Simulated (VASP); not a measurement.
Wanted: the native input for a VASP 6.6.1 run.

* Task: single point
* Functional: PBE
* Potentials or basis: VASP PAW PBE potentials, release 64 (Ti_sv)
* Cutoff: 520 eV
* k mesh: 18 × 18 × 18
* Occupations: gaussian, width 0.1 eV
* Spin: no spin polarisation
* Dipole correction: no
* Further INCAR settings: ALGO = Normal; EDIFF = 1e-06; NBANDS = 12

The structure of Ti lies in POSCAR:

```
Ti
1.0
   -1.6277538811      1.6277538811      1.6277538811
    1.6277538811     -1.6277538811      1.6277538811
    1.6277538811      1.6277538811     -1.6277538811
Ti
1
Direct
    0.0000000000      0.0000000000      0.0000000000
```

These files were run (other wordings do the same):

INCAR

```
SYSTEM = Ti
PREC = Accurate ; ENCUT = 520
EDIFF = 1E-6 ; ISMEAR = 0
SIGMA = 0.1 ; LREAL = .False.
LASPH = .True. ; NELM = 60
ALGO = Normal ; ISIF = 2
LWAVE = .False. ; LCHARG = .True.
GGA = PE ; LELF = .True.
LVHAR = .True. ; NBANDS = 12
```

KPOINTS

```
Automatic mesh
0
Gamma
  18 18 18
  0 0 0
```

Potentials or basis: VASP PAW PBE potentials, release 64 (Ti_sv).

Launch:

```bash
$ cat potpaw_PBE.64/Ti_sv/POTCAR > POTCAR
$ mpirun -np 1 vasp_std > vasp.out
```

Results of the run:

```
Pressure               : -0.2 GPa
Band gap on the k mesh : zero (band 6 reaches 9.15 eV, above the bottom of band 7 at 7.56 eV)
```

It took 48 s on 1 thread of Intel Xeon 8259CL, with other jobs on the host, peak memory 0.17 GiB.
